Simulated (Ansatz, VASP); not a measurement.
CoPt2O2 in VASP and in Ansatz

```xyz
5
Lattice="2.8102 0.0000 0.0000 -1.4051 2.4337 0.0000 0.0000 0.0000 20.8989" Properties=species:S:1:pos:R:3 pbc="T T T"
Pt    1.4051    0.8112    7.5000
Pt    0.0000    1.6225   13.3989
O     1.4051    0.8112    9.4862
O     0.0000    1.6225   11.4127
Co    0.0000    0.0000   10.4494
```

Alike in both runs: task single point; functional PBE; k mesh 12 × 12 × 1; occupations gaussian, width 0.1 eV; no spin polarisation.

|  | VASP | Ansatz |
| --- | --- | --- |
| version | VASP 6.6.1 | Ansatz 0.2.0 |
| potentials or method | VASP PAW PBE potentials, release 64 (Pt, O, Co), cutoff 520 eV | scalar-relativistic, plane waves, PAW |
| valence electrons in the cell | 41 | 65 |

VASP gave:

- gap on the k mesh at the Fermi level (eV): none
- rms of the force components (eV/Å): 0.463

Problem. Estimate Ansatz's values.

Solution. gap on the k mesh at the Fermi level (eV): none; rms of the force components (eV/Å): 0.447.

A gap of «none» marks a metal or a gap that the smearing closes. VASP's potentials hold 41 valence electrons a cell and Ansatz's 65, so a difference there can come from the potentials and not from the codes. Ansatz's warnings: xc potential rough in thin density.

Neither program's run includes spin-orbit coupling.
